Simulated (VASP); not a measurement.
# Ta in VASP: a series of runs

Runs on Ta. Level: LDA. Tasks: single point.

All numbers are computed with VASP 6.6.1; they aren't measurements. Logs are shortened: lines on timing, memory, paths and dates and some standing lists are left out, and cuts for length are marked.

**1. The cell of the first run**

The cell holds a slab with vacuum, 5 atoms: a = 2.817 Å, b = 2.817 Å, c = 25.201 Å, α = 90.00°, β = 90.00°, γ = 109.47°.

**2. Single point, LDA**

Input file INCAR:

```
SYSTEM = Ta
ALGO = Normal
DIPOL = 0.5 0.5 0.500
EDIFF = 1E-6
ENCUT = 520
GGA = CA
IDIPOL = 3
ISIF = 2
ISMEAR = -1
LASPH = .True.
LCHARG = .True.
LDIPOL = .True.
LELF = .True.
LREAL = .False.
LVACPOTAV = .True.
LVHAR = .True.
LWAVE = .False.
NBANDS = 36
NELM = 60
PREC = Accurate
SIGMA = 0.08
```

Input file KPOINTS:

```
k-points
0
Gamma
  15 15 1
  0 0 0
```

Input file POSCAR:

```
Ta
1.0
    2.8173712975      0.0000000000      0.0000000000
   -0.9391237658      2.6562431328      0.0000000000
    0.0000000000      0.0000000000     25.2015000000
Ta
5
Direct
    0.0000000000      0.0000000000      0.3213221709
    0.5000000000      0.5000000000      0.4088760544
    0.0000000000      0.0000000000      0.4999999999
    0.5000000000      0.5000000000      0.5911239455
    0.0000000000      0.0000000000      0.6786778293
```

Potentials or basis: VASP PAW LDA potentials, release 64 (Ta_pv).

On the command line:

```
$ cat potpaw_LDA.64/Ta_pv/POTCAR > POTCAR
$ mpirun -np 1 vasp_std > vasp.out
```

OUTCAR:

```text
SYSTEM = Ta
   EDIFF = 1E-6
   ENCUT = 520
   GGA = CA
   ISIF = 2
   ISMEAR = -1
   LASPH = .True.
   LREAL = .False.
   NELM = 60
   PREC = Accurate

 ion  position               nearest neighbor table
   1  0.000  0.000  0.321-   2 2.74   2 2.74   2 3.19   2 3.19
   2  0.500  0.500  0.409-   1 2.74   1 2.74   3 2.81   3 2.81   1 3.19   1 3.19   3 3.25   3 3.25

   3  0.000  0.000  0.500-   2 2.81   2 2.81   4 2.81   4 2.81   2 3.25   2 3.25   4 3.25   4 3.25

   4  0.500  0.500  0.591-   5 2.74   5 2.74   3 2.81   3 2.81   5 3.19   5 3.19   3 3.25   3 3.25

   5  0.000  0.000  0.679-   4 2.74   4 2.74   4 3.19   4 3.19

  LATTYP: Found a base centered orthorhombic cell.
 ALAT       =     3.2532201541
 B/A-ratio  =     1.4142135624
 C/A-ratio  =     7.7466322002

  Lattice vectors:

 A1 = (   2.8173712975,   0.0000000000,   0.0000000000)
 A2 = (  -0.9391237658,   2.6562431328,   0.0000000000)
 A3 = (   0.0000000000,   0.0000000000,  25.2015000000)

Analysis of symmetry for initial positions (statically):
=====================================================================
 Subroutine PRICEL returns:
 Original cell was already a primitive cell.

 Routine SETGRP: Setting up the symmetry group for a
 base centered orthorhombic supercell.

 Subroutine GETGRP returns: Found  8 space group operations
 (whereof  8 operations were pure point group operations)
 out of a pool of  8 trial point group operations.

The static configuration has the point symmetry D_2h.

Analysis of symmetry for dynamics (positions and initial velocities):
=====================================================================
 Subroutine PRICEL returns:
 Original cell was already a primitive cell.

 Routine SETGRP: Setting up the symmetry group for a
 base centered orthorhombic supercell.

 Subroutine GETGRP returns: Found  8 space group operations
 (whereof  8 operations were pure point group operations)
 out of a pool of  8 trial point group operations.

The dynamic configuration has the point symmetry D_2h.

 Subroutine INISYM returns: Found  8 space group operations
 (whereof  8 operations are pure point group operations),
 and found     1 'primitive' translations

----------------------------------------------------------------------------------------

                                     Primitive cell

  volume of cell :     188.5985

  direct lattice vectors                    reciprocal lattice vectors
     2.817371297  0.000000000  0.000000000     0.354940792  0.125490521  0.000000000
    -0.939123766  2.656243133  0.000000000     0.000000000  0.376471562  0.000000000
     0.000000000  0.000000000 25.201500000     0.000000000  0.000000000  0.039680178

  length of vectors
     2.817371297  2.817371298 25.201500000     0.376471562  0.376471562  0.039680178

  position of ions in fractional coordinates (direct lattice)
     0.000000000  0.000000000  0.321322171
     0.500000000  0.500000000  0.408876054
     0.000000000  0.000000000  0.500000000
     0.500000000  0.500000000  0.591123946
     0.000000000  0.000000000  0.678677829

  ion indices of the primitive-cell ions
   primitive index   ion index
                 1           1
                 2           2
                 3           3
                 4           4
                 5           5

----------------------------------------------------------------------------------------

 KPOINTS: k-points

Automatic generation of k-mesh.
 Grid dimensions read from file:
 generate k-points for:   15   15    1

 Generating k-lattice:

  Cartesian coordinates                     Fractional coordinates (reciprocal lattice)
     0.023662719  0.008366035  0.000000000     0.066666667  0.000000000  0.000000000
     0.000000000  0.025098104  0.000000000     0.000000000  0.066666667  0.000000000
     0.000000000  0.000000000  0.039680178     0.000000000  0.000000000  1.000000000

  Length of vectors
     0.025098104  0.025098104  0.039680178

  Shift w.r.t. Gamma in fractional coordinates (k-lattice)
     0.000000000  0.000000000  0.000000000

 Subroutine IBZKPT returns following result:
 ===========================================

 Found     64 irreducible k-points:

 Following reciprocal coordinates:
            Coordinates               Weight
  0.000000  0.000000  0.000000      1.000000
  0.066667 -0.000000  0.000000      4.000000
  0.133333 -0.000000  0.000000      4.000000
  0.200000  0.000000  0.000000      4.000000
  0.266667 -0.000000  0.000000      4.000000
  0.333333  0.000000  0.000000      4.000000
[... 16 lines left out ...]
  0.133333  0.133333  0.000000      2.000000
  0.200000  0.133333  0.000000      4.000000
 [... further k-points ...]
   k-points           NKPTS =     64   k-points in BZ     NKDIM =     64   number of bands    NBANDS=     36
   number of dos      NEDOS =    301   number of ions     NIONS =      5
   total plane-waves  NPLWV = 110592
   dimension x,y,z NGX =    24 NGY =   24 NGZ =  192
   dimension x,y,z NGXF=    48 NGYF=   48 NGZF=  384
   ions per type =               5
   NGX,Y,Z   is equivalent  to a cutoff of  14.16, 14.16, 12.67 a.u.
   NGXF,Y,Z  is equivalent  to a cutoff of  28.32, 28.32, 25.33 a.u.
 SYSTEM =  Ta
   PREC   = accura    normal or accurate (medium, high low for compatibility)
   ISTART =      0    job   : 0-new  1-cont  2-samecut
   ICHARG =      2    charge: 1-file 2-atom 10-const
   ISPIN  =      1    spin polarized calculation?
   LNONCOLLINEAR =      F non collinear calculations
   LSORBIT =      F    spin-orbit coupling
   LASPH  =      T    aspherical Exc in radial PAW
   ENCUT  =  520.0 eV  38.22 Ry    6.18 a.u.   5.24  5.24 46.86*2*pi/ulx,y,z
   NELM   =     60;   NELMIN=  2; NELMDL= -5     # of ELM steps
   EDIFF  = 0.1E-05   stopping-criterion for ELM
   LREAL  =      F    real-space projection
   EDIFFG = 0.1E-04   stopping-criterion for IOM
   NSW    =      0    number of steps for IOM
   IBRION =     -1    ionic relax: 0-MD 1-quasi-New 2-CG
   NFREE  =      0    steps in history (QN), initial steepest desc. (CG)
   ISIF   =      2    stress and relaxation
   ISYM   =      2    0-nonsym 1-usesym 2-fastsym
   POTIM  = 0.5000    time-step for ionic-motion
   TEBEG  =    0.0;   TEEND  =   0.0 temperature during run
   PSTRESS=    0.0 pullay stress
   NELECT =      55.0000    total number of electrons
   NUPDOWN=      -1.0000    fix difference up-down
   EMIN   =  10.00;   EMAX   =-10.00  energy-range for DOS
   EFERMI =   0.00;   METHOD = LEGACY
   ISMEAR =    -1;   SIGMA  =   0.08  broadening in eV -4-tet -1-fermi 0-gaus
   EFERMI_NEDOS =   21; number of points for ismear=-14 and -15
   IALGO  =     38    algorithm
   IMIX   =      4    mixing-type and parameters
     AMIX     =   0.40;   BMIX     =  1.00
     AMIX_MAG =   1.60;   BMIX_MAG =  1.00
  volume/ion in A,a.u.               =      37.72       254.55
  Fermi-wavevector in a.u.,A,eV,Ry     =   1.085633  2.051549 16.035807  1.178599
  Thomas-Fermi vector in A             =   2.221751
   LORBIT       =      0    0 simple, 1 ext, 2 COOP (PROOUT), +10 PAW based schemes
   GGA     = CA    functional components
   LHFCALC =     F    Hartree Fock is set to
   AEXX    =    0.0000 exact exchange contribution
   IVDW    =     0    specifies the selected vdW correction
   LEPSILON=     F    determine dielectric tensor
   LRPA    =     F    only Hartree local field effects (RPA)
 non-spin polarized calculation
  energy-cutoff  :      520.00
  volume of cell :      188.60
 maximum number of plane-waves:      5112
 NGX is ok and might be reduce to    24
   NGX = 11   NGY = 11   NGZ = 93

 dipolmoment           0.000000      0.000000     -0.000000 electrons x Angstroem

 number of electron      55.0000004 magnetization

 dipolmoment           0.000000      0.000000      0.000000 electrons x Angstroem

 Free energy of the ion-electron system (eV)
  ---------------------------------------------------
  ext. energy  EPLUGINS =         0.00000000
  ---------------------------------------------------
  free energy    TOTEN  =       -61.72217641 eV

  energy without entropy =      -61.58841732  energy(sigma->0) =      -61.65529687

 E-fermi :   0.1058     XC(G=0):  -6.7940

 val. band max:        0.0962437397   @ k =   0.4667   0.0667   0.0000
 cond. band min:       0.1124058662   @ k =   0.2667   0.1333   0.0000
 fundamental gap:      0.0161621265
 Fermi energy:         0.1058096507

 k-point     1 :       0.0000    0.0000    0.0000
  band No.  band energies     occupation
      1     -34.1329      2.00000
      2     -34.0393      2.00000
      3     -33.5872      2.00000
      4     -33.2934      2.00000
      5     -33.2875      2.00000
      6     -33.1101      2.00000
[... 28 lines left out ...]
     35       3.4501      0.00000
     36       3.5264      0.00000

 k-point     2 :       0.0667   -0.0000    0.0000
  band No.  band energies     occupation
      1     -34.1182      2.00000
      2     -34.0317      2.00000
      3     -33.5980      2.00000
      4     -33.3309      2.00000
      5     -33.3024      2.00000
      6     -33.1206      2.00000
[... 28 lines left out ...]
     35       3.3029      0.00000
     36       3.5519      0.00000

 k-point     3 :       0.1333   -0.0000    0.0000
  band No.  band energies     occupation
      1     -34.0764      2.00000
      2     -34.0118      2.00000
      3     -33.6352      2.00000
      4     -33.4389      2.00000
      5     -33.3606      2.00000
      6     -33.1653      2.00000
[... 28 lines left out ...]
     35       3.1323      0.00000
     36       3.3451      0.00000

 k-point     4 :       0.2000    0.0000    0.0000
  band No.  band energies     occupation
      1     -34.0175      2.00000
      2     -33.9885      2.00000
      3     -33.7123      2.00000
      4     -33.6011      2.00000
      5     -33.4720      2.00000
      6     -33.2746      2.00000
[... 28 lines left out ...]
     35       3.2445      0.00000
     36       3.3128      0.00000

 k-point     5 :       0.2667   -0.0000    0.0000
  band No.  band energies     occupation
      1     -33.9819      2.00000
      2     -33.9695      2.00000
      3     -33.8349      2.00000
      4     -33.7821      2.00000
      5     -33.5876      2.00000
      6     -33.4390      2.00000
[... 655 lines left out ...]
 k-point    22 :      -0.0667    0.0667    0.0000
  band No.  band energies     occupation
      1     -34.1174      2.00000
      2     -34.0271      2.00000
      3     -33.5803      2.00000
      4     -33.3157      2.00000
      5     -33.3096      2.00000
      6     -33.1249      2.00000
[... 28 lines left out ...]
     35       2.7998      0.00000
     36       3.3038      0.00000

 k-point    23 :       0.1333    0.1333    0.0000
  band No.  band energies     occupation
      1     -33.9852      2.00000
      2     -33.9802      2.00000
      3     -33.7382      2.00000
      4     -33.6036      2.00000
      5     -33.4256      2.00000
      6     -33.2595      2.00000
[... 28 lines left out ...]
     35       3.2629      0.00000
     36       4.0181      0.00000

 k-point    24 :       0.2000    0.1333    0.0000
  band No.  band energies     occupation
      1     -33.9604      2.00000
      2     -33.9360      2.00000
      3     -33.8004      2.00000
      4     -33.7185      2.00000
      5     -33.4997      2.00000
      6     -33.3703      2.00000
[... 28 lines left out ...]
     35       3.8285      0.00000
     36       3.8431      0.00000

 [... further k-points ...]
[... 5 lines left out ...]
  --------------------------------------------------------------------------------------
  -------------------------------------------------------------------------------------
  Total       -2.3309466     -2.1998935      0.3898887      0.1853370      0.0000000      0.0000000
  in kB      -19.8017971    -18.6884784      3.3121721      1.5744704      0.0000000      0.0000000
  external PRESSURE =     -11.7260345 kB  Pullay stress =       0.0000000 kB

 VOLUME and BASIS-vectors are now :
 -----------------------------------------------------------------------------
  energy-cutoff  :      520.00
  volume of cell :      188.60
      direct lattice vectors                 reciprocal lattice vectors
     2.817371297  0.000000000  0.000000000     0.354940792  0.125490521  0.000000000
    -0.939123766  2.656243133  0.000000000     0.000000000  0.376471562  0.000000000
     0.000000000  0.000000000 25.201500000     0.000000000  0.000000000  0.039680178

 POSITION                                       TOTAL-FORCE (eV/Angst)
 -----------------------------------------------------------------------------------
      0.00000      0.00000      8.09780        -0.000000      0.000000     -0.047777
      0.93912      1.32812     10.30429         0.000000      0.000000      0.002360
      0.00000      0.00000     12.60075         0.000000      0.000000     -0.000000
      0.93912      1.32812     14.89721        -0.000000     -0.000000     -0.002360
      0.00000      0.00000     17.10370        -0.000000      0.000000      0.047777
 -----------------------------------------------------------------------------------
    total drift:                                0.000000     -0.000000      0.000000

  FREE ENERGIE OF THE ION-ELECTRON SYSTEM (eV)
  ---------------------------------------------------
  free  energy   TOTEN  =       -61.7221764149 eV

  energy  without entropy=      -61.5884173249  energy(sigma->0) =      -61.65529687

 vacuum level on the upper side and lower side of the slab         5.082         5.082
```

Wall time 11 min (1 thread of Intel Xeon Platinum 8124M at 3.00GHz (Skylake/Cascade Lake), shared host); peak memory 0.46 GiB.

Results:

```
Free energy   : -61.7222 eV
Largest force : 0.048 eV/Å
```

Forces in eV/Å, atoms in the order of the input:
```
Ta   0.000  0.000 -0.048
Ta   0.000  0.000  0.002
Ta   0.000  0.000  0.000
Ta   0.000  0.000 -0.002
Ta   0.000  0.000  0.048
```

Caveat: spin-orbit coupling is left out, which moves the levels of the heavy elements.

**3. Single point, LDA**

Input file INCAR:

```
SYSTEM = Ta
ALGO = Normal
DIPOL = 0.5 0.5 0.500
EDIFF = 1E-6
EFIELD = -0.2
ENCUT = 520
IDIPOL = 3
ISIF = 2
ISMEAR = -1
LASPH = .TRUE.
LCHARG = .TRUE.
LDIPOL = .TRUE.
LELF = .TRUE.
LREAL = .FALSE.
LVACPOTAV = .TRUE.
LVHAR = .TRUE.
LWAVE = .FALSE.
NBANDS = 36
NELM = 60
PREC = Accurate
SIGMA = 0.08
```

Input file KPOINTS:

```
k-points
0
G
  15 15 1
  0 0 0
```

POSCAR is that of step 2.

Potentials or basis: VASP PAW LDA potentials, release 64 (Ta_pv).

On the command line:

```
$ cat potpaw_LDA.64/Ta_pv/POTCAR > POTCAR
$ mpirun -np 1 vasp_std > vasp.out
```

Run time: 16 min. Hardware: 1 thread of Intel Xeon Platinum 8124M at 3.00GHz (Skylake/Cascade Lake), shared host; peak memory 0.46 GiB.

Results (log left out):

```yaml
Free_energy: -61.7330 eV
Largest_force: 0.055 eV/Å
```

Forces in eV/Å, atoms in the order of the input:
```
Ta   0.000  0.000 -0.055
Ta   0.000  0.000  0.011
Ta   0.000  0.000 -0.005
Ta   0.000  0.000  0.006
Ta   0.000  0.000  0.043
```

Levels at points of the mesh, in eV from the Fermi level:
| k point | band 23 | band 24 | band 25 | band 26 | band 27 | band 28 | band 29 | band 30 | band 31 | band 32 |
| --- | --- | --- | --- | --- | --- | --- | --- | --- | --- | --- |
| (0.00, 0.00, 0.00) | -0.81 | -0.53 | -0.47 | -0.07 | 0.36 | 0.46 | 0.48 | 0.80 | 0.93 | 1.64 |

Caveat: spin-orbit coupling is left out, which moves the levels of the heavy elements.

**4. Single point, LDA**

Input file INCAR:

```
SYSTEM = Ta
  PREC = Accurate
  ENCUT = 520
  EDIFF = 1E-6
  ISMEAR = -1
  SIGMA = 0.08
  LREAL = .FALSE.
  LASPH = .TRUE.
  NELM = 80
  ALGO = Normal
  ISIF = 2
  LWAVE = .FALSE.
  LCHARG = .FALSE.
  LDIPOL = .TRUE.
  IDIPOL = 3
  DIPOL = 0.5 0.5 0.500
  GGA = CA
  NBANDS = 36
```

Input file KPOINTS:

```
regular mesh
0
G
  15 15 1
  0 0 0
```

Input file POSCAR:

```
Ta
1.0
    2.8173712975      0.0000000000      0.0000000000
   -0.9391237658      2.6562431328      0.0000000000
    0.0000000000      0.0000000000     25.2015000000
Ta
5
Direct
    0.0000000000      0.0000000000      0.3213220711
    0.5000000000      0.5000000000      0.4088759307
    0.0000000000      0.0000000000      0.4999999999
    0.5000000000      0.5000000000      0.5911240696
    0.0000000000      0.0000000000      0.6786779287
```

On the command line:

```
$ cat potpaw_LDA.64/Ta_pv/POTCAR > POTCAR
$ mpirun -np 1 vasp_std > vasp.out
```

Run time: 9.5 min. Hardware: 1 thread of Intel Xeon Platinum 8488C (Sapphire Rapids), shared host; peak memory 0.47 GiB.

The run converged. Its results:

```yaml
Free_energy: -61.7222 eV
Largest_force: 0.048 eV/Å
```

Forces in eV/Å, atoms in the order of the input:
```
Ta   0.000  0.000 -0.048
Ta   0.000  0.000  0.002
Ta   0.000  0.000  0.000
Ta   0.000  0.000 -0.002
Ta   0.000  0.000  0.048
```

Levels at points of the mesh, in eV from the Fermi level:
| k point | band 25 | band 26 | band 27 | band 28 | band 29 | band 30 |
| --- | --- | --- | --- | --- | --- | --- |
| (0.00, 0.00, 0.00) | -0.49 | -0.07 | 0.36 | 0.46 | 0.48 | 0.80 |

Caveat: spin-orbit coupling is left out, which moves the levels of the heavy elements.

**5. Single point, LDA**

Input file INCAR:

```
PREC = Accurate
ENCUT = 520
EDIFF = 1E-7
ISMEAR = -1
SIGMA = 0.08
LREAL = F
LASPH = T
NELM = 60
ALGO = Normal
ISIF = 2
LWAVE = F
LCHARG = T
LDIPOL = T
IDIPOL = 3
DIPOL = 0.5 0.5 0.500
GGA = CA
LELF = T
LVHAR = T
LVACPOTAV = T
NBANDS = 36
```

Input file KPOINTS:

```
regular mesh
0
Gamma
  15 15 1
```

Input file POSCAR:

```
Ta
1.0
    2.8173712975      0.0000000000      0.0000000000
   -0.9391237658      2.6562431328      0.0000000000
    0.0000000000      0.0000000000     25.2015000000
Ta
5
Direct
    0.0000000000      0.0000000000      0.3213221709
    0.5000000000      0.5000000000      0.4088760544
    0.0000000000      0.0000000000      0.4999999999
    0.5000000000      0.5000000000      0.5911239455
    0.0000000000      0.0000000000      0.6786778293
```

On the command line:

```
$ cat potpaw_LDA.64/Ta_pv/POTCAR > POTCAR
$ mpirun -np 1 vasp_std > vasp.out
```

Run time: 26 min. Hardware: 1 thread of AMD EPYC 7R13, shared host; peak memory 0.43 GiB.

Results (log left out):

```yaml
Free_energy: -61.7222 eV
Largest_force: 0.048 eV/Å
```

Forces in eV/Å, atoms in the order of the input:
```
Ta   0.000  0.000 -0.048
Ta   0.000  0.000  0.002
Ta   0.000  0.000  0.000
Ta   0.000  0.000 -0.002
Ta   0.000  0.000  0.048
```

Levels at points of the mesh, in eV from the Fermi level:
```
           k point  band 25  band 26  band 27  band 28  band 29  band 30
(0.00, 0.00, 0.00)    -0.49    -0.07     0.36     0.46     0.48     0.80
```

Caveat: spin-orbit coupling is left out, which moves the levels of the heavy elements.

**6. Single point, LDA**

Input file INCAR:

```
SYSTEM = Ta
PREC = Accurate
ENCUT = 520
EDIFF = 1E-6
ISMEAR = -1
SIGMA = 0.08
LREAL = .False.
LASPH = .True.
NELM = 60
ALGO = Normal
ISIF = 2
LWAVE = .False.
LCHARG = .False.
GGA = CA
NBANDS = 36
```

Input file KPOINTS:

```
Automatic mesh
0
Gamma
  15 15 1
  0 0 0
```

POSCAR is that of step 5.

Potentials or basis: VASP PAW LDA potentials, release 64 (Ta_pv).

On the command line:

```
$ cat potpaw_LDA.64/Ta_pv/POTCAR > POTCAR
$ mpirun -np 1 vasp_std > vasp.out
```

Wall time 24 min (1 thread of AMD EPYC 7R13, shared host); peak memory 0.43 GiB.

Results (log left out):

| Quantity | Value |
| --- | --- |
| Free energy | -61.7222 eV |
| Largest force | 0.048 eV/Å |

Forces in eV/Å, atoms in the order of the input:
```
Ta   0.000  0.000 -0.048
Ta   0.000  0.000  0.002
Ta   0.000  0.000  0.000
Ta   0.000  0.000 -0.002
Ta   0.000  0.000  0.048
```

Levels at points of the mesh, in eV from the Fermi level:
| k point | band 23 | band 24 | band 25 | band 26 | band 27 | band 28 | band 29 | band 30 | band 31 | band 32 |
| --- | --- | --- | --- | --- | --- | --- | --- | --- | --- | --- |
| (0.00, 0.00, 0.00) | -0.81 | -0.50 | -0.49 | -0.07 | 0.36 | 0.46 | 0.48 | 0.80 | 0.93 | 1.64 |

Caveat: spin-orbit coupling is left out, which moves the levels of the heavy elements.

**7. Summary**

| dipole correction | electric field (eV/Å) | gap on the mesh (eV) | largest force (eV/Å) |
| --- | --- | --- | --- |
| yes | - | none | 0.05 |
| yes | 0.2 | none | 0.06 |
| no | - | none | 0.05 |

Alike in all rows: task single point; level LDA; potentials or basis VASP PAW LDA potentials, release 64 (Ta_pv); no spin polarisation; cell as given; k mesh 15 × 15 × 1; cutoff (eV) 520; smearing fermi-dirac 0.08 eV.

Every run on the cell as given and a fine mesh finds a metal.

Caveats: spin-orbit coupling is left out, which moves the levels of the heavy elements.

Absolute energies hang on the potentials; compare differences alone.
